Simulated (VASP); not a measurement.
# GaN (Imm2) in VASP: single point with r2SCAN

Aim: the single point of GaN with r2SCAN.

Everything below comes from runs of VASP 6.6.1. Logs are shortened: lines on timing, memory, paths and dates and some standing lists are left out, and cuts for length are marked.

### 1 The cell of the first run

The structure is orthorhombic, space group Imm2 (No. 44). Conventional cell: a = 3.090 Å, b = 3.271 Å, c = 4.498 Å, α = 90.00°, β = 90.00°, γ = 90.00°. Ga (site symmetry mm2) has 4 N at 1.93 to 1.96 Å within 2.6 Å. Within 2.6 Å of N (site symmetry mm2) lie 4 Ga at 1.93 to 1.96 Å.

### 2 Single point, r2SCAN (shear xy strain +5.7%)

File POSCAR:

```
GaN
1.0
    0.0637578046      2.2489525415      2.2489525415
    2.2489525415      0.0637578046      2.2489525415
    2.3127103461      2.3127103461      0.0000000000
Ga N
1 1
Direct
    0.0041150616      0.0041150616     -0.0041150616
    0.2458849384      0.2458849384      0.2541150616
```

File INCAR.step1:

```
  PREC = Accurate
  ENCUT = 1460
  ISMEAR = 0
  SIGMA = 0.01
  LREAL = F
  LASPH = T
  NELM = 120
  NBANDS = 16
  GGA = PE
  ALGO = Normal
  EDIFF = 1E-5
  LWAVE = T
  LCHARG = F
  GGA_COMPAT = F
```

File INCAR.step2:

```
  PREC = Accurate
  ENCUT = 1460
  EDIFF = 1E-6
  ISMEAR = 0
  SIGMA = 0.01
  LREAL = F
  LASPH = T
  NELM = 120
  ALGO = Normal
  ISIF = 2
  LWAVE = F
  LCHARG = F
  METAGGA = R2SCAN
  LMIXTAU = T
  NBANDS = 16
  ISTART = 1
  GGA_COMPAT = F
```

File KPOINTS:

```
regular mesh
0
Gamma
  10 10 10
```

Potentials or basis: VASP PAW PBE potentials, release 64 (Ga_d, N_h).

Launch:

```
cat potpaw_PBE.64/Ga_d/POTCAR potpaw_PBE.64/N_h/POTCAR > POTCAR
cp INCAR.step1 INCAR
mpirun -np 1 vasp_std > vasp.out
cp INCAR.step2 INCAR
mpirun -np 1 vasp_std > vasp.out
```

OUTCAR:

```text
PREC = Accurate
   ENCUT = 1460
   EDIFF = 1E-6
   ISMEAR = 0
   LREAL = F
   LASPH = T
   NELM = 120
   ISIF = 2
   METAGGA = R2SCAN
   ISTART = 1

 ion  position               nearest neighbor table
   1  0.004  0.004  0.996-   2 1.93   2 1.93   2 1.96   2 1.96
   2  0.246  0.246  0.254-   1 1.93   1 1.93   1 1.96   1 1.96

  LATTYP: Found a body centered orthorhombic cell.
 ALAT       =     3.0903320334
 B/A-ratio  =     1.0583543457
 C/A-ratio  =     1.4554763160

  Lattice vectors:

 A1 = (   2.2489525415,   0.0637578046,  -2.2489525415)
 A2 = (  -2.2489525415,  -0.0637578046,  -2.2489525415)
 A3 = (   0.0637578046,   2.2489525415,   2.2489525415)

Analysis of symmetry for initial positions (statically):
=====================================================================
 Subroutine PRICEL returns:
 Original cell was already a primitive cell.

 Routine SETGRP: Setting up the symmetry group for a
 body centered orthorhombic supercell.

 Subroutine GETGRP returns: Found  4 space group operations
 (whereof  4 operations were pure point group operations)
 out of a pool of  8 trial point group operations.

The static configuration has the point symmetry C_2v.

Analysis of symmetry for dynamics (positions and initial velocities):
=====================================================================
 Subroutine PRICEL returns:
 Original cell was already a primitive cell.

 Routine SETGRP: Setting up the symmetry group for a
 body centered orthorhombic supercell.

 Subroutine GETGRP returns: Found  4 space group operations
 (whereof  4 operations were pure point group operations)
 out of a pool of  8 trial point group operations.

The dynamic configuration has the point symmetry C_2v.

 Subroutine INISYM returns: Found  4 space group operations
 (whereof  4 operations are pure point group operations),
 and found     1 'primitive' translations

----------------------------------------------------------------------------------------

                                     Primitive cell

  volume of cell :      22.7312

  direct lattice vectors                    reciprocal lattice vectors
     0.063757805  2.248952542  2.248952542    -0.228812559  0.228812559  0.222325723
     2.248952542  0.063757805  2.248952542     0.228812559 -0.228812559  0.222325723
     2.312710346  2.312710346  0.000000000     0.216196551  0.216196551 -0.222325723

  length of vectors
     3.181138181  3.181138181  3.270666337     0.392605529  0.392605529  0.378035216

  position of ions in fractional coordinates (direct lattice)
     0.004115062  0.004115062  0.995884938
     0.245884938  0.245884938  0.254115062

  ion indices of the primitive-cell ions
   primitive index   ion index
                 1           1
                 2           2

----------------------------------------------------------------------------------------

 KPOINTS: regular mesh

Automatic generation of k-mesh.
 Grid dimensions read from file:
 generate k-points for:   10   10   10

 Generating k-lattice:

  Cartesian coordinates                     Fractional coordinates (reciprocal lattice)
    -0.022881256  0.022881256  0.022232572     0.100000000  0.000000000  0.000000000
     0.022881256 -0.022881256  0.022232572     0.000000000  0.100000000  0.000000000
     0.021619655  0.021619655 -0.022232572    -0.000000000 -0.000000000  0.100000000

  Length of vectors
     0.039260553  0.039260553  0.037803522

  Shift w.r.t. Gamma in fractional coordinates (k-lattice)
     0.000000000  0.000000000  0.000000000

 Subroutine IBZKPT returns following result:
 ===========================================

 Found    171 irreducible k-points:

 Following reciprocal coordinates:
            Coordinates               Weight
  0.000000  0.000000  0.000000      1.000000
  0.100000 -0.000000  0.000000      4.000000
  0.200000 -0.000000  0.000000      4.000000
  0.300000  0.000000  0.000000      4.000000
  0.400000  0.000000  0.000000      4.000000
  0.500000 -0.000000  0.000000      2.000000
[... 16 lines left out ...]
  0.300000  0.300000  0.000000      2.000000
  0.400000  0.300000  0.000000      4.000000
 [... further k-points ...]
   k-points           NKPTS =    171   k-points in BZ     NKDIM =    171   number of bands    NBANDS=     16
   number of dos      NEDOS =    301   number of ions     NIONS =      2
   total plane-waves  NPLWV =  67200
   dimension x,y,z NGX =    40 NGY =   40 NGZ =   42
   dimension x,y,z NGXF=    80 NGYF=   80 NGZF=   84
   ions per type =               1   1
   NGX,Y,Z   is equivalent  to a cutoff of  20.90, 20.90, 21.35 a.u.
   NGXF,Y,Z  is equivalent  to a cutoff of  41.81, 41.81, 42.70 a.u.
 SYSTEM =  unknown system
   PREC   = accura    normal or accurate (medium, high low for compatibility)
   ISTART =      1    job   : 0-new  1-cont  2-samecut
   ICHARG =      0    charge: 1-file 2-atom 10-const
   ISPIN  =      1    spin polarized calculation?
   LNONCOLLINEAR =      F non collinear calculations
   LSORBIT =      F    spin-orbit coupling
   LASPH  =      T    aspherical Exc in radial PAW
   ENCUT  = 1460.0 eV 107.31 Ry   10.36 a.u.   9.91  9.91 10.19*2*pi/ulx,y,z
   NELM   =    120;   NELMIN=  2; NELMDL=  0     # of ELM steps
   EDIFF  = 0.1E-05   stopping-criterion for ELM
   LREAL  =      F    real-space projection
   EDIFFG = 0.1E-04   stopping-criterion for IOM
   NSW    =      0    number of steps for IOM
   IBRION =     -1    ionic relax: 0-MD 1-quasi-New 2-CG
   NFREE  =      0    steps in history (QN), initial steepest desc. (CG)
   ISIF   =      2    stress and relaxation
   ISYM   =      2    0-nonsym 1-usesym 2-fastsym
   POTIM  = 0.5000    time-step for ionic-motion
   TEBEG  =    0.0;   TEEND  =   0.0 temperature during run
   PSTRESS=    0.0 pullay stress
   NELECT =      18.0000    total number of electrons
   NUPDOWN=      -1.0000    fix difference up-down
   EMIN   =  10.00;   EMAX   =-10.00  energy-range for DOS
   EFERMI =   0.00;   METHOD = LEGACY
   ISMEAR =     0;   SIGMA  =   0.01  broadening in eV -4-tet -1-fermi 0-gaus
   EFERMI_NEDOS =   21; number of points for ismear=-14 and -15
   IALGO  =     38    algorithm
   IMIX   =      4    mixing-type and parameters
     AMIX     =   0.40;   BMIX     =  1.00
     AMIX_MAG =   1.60;   BMIX_MAG =  1.00
  volume/ion in A,a.u.               =      11.37        76.70
  Fermi-wavevector in a.u.,A,eV,Ry     =   1.514578  2.862138 31.211056  2.293948
  Thomas-Fermi vector in A             =   2.624217
   LORBIT       =      0    0 simple, 1 ext, 2 COOP (PROOUT), +10 PAW based schemes
   METAGGA = R2SCAN    functional components
   LHFCALC =     F    Hartree Fock is set to
   AEXX    =    0.0000 exact exchange contribution
   IVDW    =     0    specifies the selected vdW correction
   LEPSILON=     F    determine dielectric tensor
   LRPA    =     F    only Hartree local field effects (RPA)
 non-spin polarized calculation
 Gauss-broadening in eV      SIGMA  =   0.01
  energy-cutoff  :     1460.00
  volume of cell :       22.73
 maximum number of plane-waves:      2903
   NGX = 19   NGY = 19   NGZ = 21

 number of electron      18.0000000 magnetization

 Free energy of the ion-electron system (eV)
  ---------------------------------------------------
  ext. energy  EPLUGINS =         0.00000000
  ---------------------------------------------------
  free energy    TOTEN  =       -21.86324881 eV

  energy without entropy =      -21.86324881  energy(sigma->0) =      -21.86324881

 E-fermi :   5.7339     XC(G=0): -12.6683

 val. band max:        5.5887851431   @ k =   0.0000   0.0000   0.0000
 cond. band min:       7.4855752164   @ k =   0.0000   0.0000   0.0000
 fundamental gap:      1.8967900732
 Fermi energy:         5.7338809945

 k-point     1 :       0.0000    0.0000    0.0000
  band No.  band energies     occupation
      1     -11.3987      2.00000
      2      -8.4606      2.00000
      3      -8.4588      2.00000
      4      -8.4450      2.00000
      5      -8.0986      2.00000
      6      -8.0969      2.00000
[... 8 lines left out ...]
     15      24.9166      0.00000
     16      25.3257      0.00000

 k-point     2 :       0.1000   -0.0000    0.0000
  band No.  band energies     occupation
      1     -11.2813      2.00000
      2      -8.4447      2.00000
      3      -8.4384      2.00000
      4      -8.4092      2.00000
      5      -8.1001      2.00000
      6      -8.0996      2.00000
[... 8 lines left out ...]
     15      23.5285      0.00000
     16      24.0208      0.00000

 k-point     3 :       0.2000   -0.0000    0.0000
  band No.  band energies     occupation
      1     -10.9820      2.00000
      2      -8.4074      2.00000
      3      -8.3985      2.00000
      4      -8.2459      2.00000
      5      -8.1019      2.00000
      6      -8.0977      2.00000
[... 8 lines left out ...]
     15      22.4851      0.00000
     16      23.2126      0.00000

 k-point     4 :       0.3000    0.0000    0.0000
  band No.  band energies     occupation
      1     -10.6524      2.00000
      2      -8.3738      2.00000
      3      -8.3632      2.00000
      4      -8.0909      2.00000
      5      -8.0846      2.00000
      6      -7.8440      2.00000
[... 8 lines left out ...]
     15      22.9153      0.00000
     16      23.9974      0.00000
[... 324 lines left out ...]
 k-point    22 :      -0.2000    0.2000    0.0000
  band No.  band energies     occupation
      1     -10.5412      2.00000
      2      -8.3439      2.00000
      3      -8.3390      2.00000
      4      -8.1330      2.00000
      5      -8.1113      2.00000
      6      -7.6468      2.00000
[... 8 lines left out ...]
     15      23.9860      0.00000
     16      26.8060      0.00000

 k-point    23 :       0.3000    0.3000    0.0000
  band No.  band energies     occupation
      1     -10.4827      2.00000
      2      -8.2847      2.00000
      3      -8.2612      2.00000
      4      -8.2430      2.00000
      5      -8.0446      2.00000
      6      -7.7000      2.00000
[... 8 lines left out ...]
     15      28.3333      0.00000
     16      29.0530      0.00000

 k-point    24 :       0.4000    0.3000    0.0000
  band No.  band energies     occupation
      1     -10.3354      2.00000
      2      -8.3009      2.00000
      3      -8.2258      2.00000
      4      -8.2024      2.00000
      5      -8.0351      2.00000
      6      -7.2710      2.00000
[... 8 lines left out ...]
     15      28.6409      0.00000
     16      28.9485      0.00000

 [... further k-points ...]

------------------------ aborting loop because EDIFF is reached ----------------------------------------

  FORCE on cell =-STRESS in cart. coord.  units (eV):
  Direction    XX          YY          ZZ          XY          YZ          ZX
  --------------------------------------------------------------------------------------
  -------------------------------------------------------------------------------------
  Total        0.2046895      0.2046895      0.1526645     -1.3105684      0.0000000      0.0000000
  in kB       14.4272836     14.4272836     10.7603627    -92.3737528      0.0000000      0.0000000
  external PRESSURE =      13.2049766 kB  Pullay stress =       0.0000000 kB

 VOLUME and BASIS-vectors are now :
 -----------------------------------------------------------------------------
  energy-cutoff  :     1460.00
  volume of cell :       22.73
      direct lattice vectors                 reciprocal lattice vectors
     0.063757805  2.248952542  2.248952542    -0.228812559  0.228812559  0.222325723
     2.248952542  0.063757805  2.248952542     0.228812559 -0.228812559  0.222325723
     2.312710346  2.312710346  0.000000000     0.216196551  0.216196551 -0.222325723

 POSITION                                       TOTAL-FORCE (eV/Angst)
 -----------------------------------------------------------------------------------
      2.31271      2.31271      0.01851         0.000000      0.000000      0.014578
      1.15636      1.15636      1.10597        -0.000000     -0.000000     -0.014578
 -----------------------------------------------------------------------------------
    total drift:                               -0.000046     -0.000046     -0.003270

  FREE ENERGIE OF THE ION-ELECTRON SYSTEM (eV)
  ---------------------------------------------------
  free  energy   TOTEN  =       -21.8632488058 eV

  energy  without entropy=      -21.8632488058  energy(sigma->0) =      -21.86324881
```

Run time: 11 min. Hardware: 1 thread of Intel Xeon Platinum 8559C (Emerald Rapids), shared host; peak memory 0.49 GiB.

What came out:

```yaml
Free_energy: -21.8632 eV
Pressure: 1.3 GPa
Largest_force: 0.015 eV/Å
Band_gap_on_the_k_mesh: 1.90 eV
```

Forces on the atoms (eV/Å):
```
Ga   0.000  0.000  0.015
N    0.000  0.000 -0.015
```

Stress tensor (GPa, compression positive):
```
 1.44 -9.24  0.00
-9.24  1.44  0.00
 0.00  0.00  1.08
```

Caveat: the cell differs from its parent crystal (shear xy strain +5.7%); the structure was generated, so it needn't be the stable form of GaN; the PAW data sets were made with another functional, which shifts forces and pressure a little.
